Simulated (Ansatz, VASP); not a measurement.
# Lu in VASP and in Ansatz

```
Lu
1.0
    -1.95411    1.95411    1.95411
     1.95411   -1.95411    1.95411
     1.95411    1.95411   -1.95411
Lu
1
Direct
  0.00000 0.00000 0.00000
```

Alike in both runs: task electric field gradients; functional PBE; k mesh 15 × 15 × 15; occupations fermi-dirac, width 0.05 eV; no spin polarisation.

```csv
,VASP,Ansatz
version,VASP 6.6.1,Ansatz 0.2.0
potentials or method,"VASP PAW PBE potentials, release 64 (Lu)","PAW with Ansatz's default frozen-core files, scalar-relativistic"
plane-wave cutoff (eV),520,420
valence electrons in the cell,25,25
```

|  | VASP | Ansatz | Ansatz less VASP |
| --- | --- | --- | --- |
| pressure (GPa) | -0.2 | -0.3 | -0.13 |

With one functional, cell and mesh, what is left measures potentials, basis and numerics.

Spin-orbit coupling is off throughout.
